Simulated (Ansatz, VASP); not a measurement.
CaS in VASP and in Ansatz

```
Ca S
1.0
     0.00000    2.78222    2.78222
     2.78222    0.00000    2.78222
     2.78222    2.78222    0.00000
Ca S
1 1
Direct
  0.00000 0.00000 0.00000
  0.50000 0.50000 0.50000
```

Alike in both runs: task single point; functional LDA; k mesh 6 × 6 × 6; no spin polarisation.

|  | VASP | Ansatz |
| --- | --- | --- |
| version | VASP 6.6.1 | Ansatz 0.2.0 |
| potentials or method | VASP PAW LDA potentials, release 64 (Ca_sv, S) | PAW with Ansatz's default frozen-core files, scalar-relativistic |
| plane-wave cutoff (eV) | 500 | 420 |
| occupations | gaussian, width 0.01 eV | fixed |
| valence electrons in the cell | 16 | 16 |

|  | VASP | Ansatz | Ansatz less VASP |
| --- | --- | --- | --- |
| gap on the k mesh at the Fermi level (eV) | 1.96 | 1.97 | +0.012 |
| pressure (GPa) | 0.3 | 0.0 | -0.26 |

LDA's correlation is that of Perdew and Zunger in VASP and of Perdew and Wang (1992) in Ansatz.
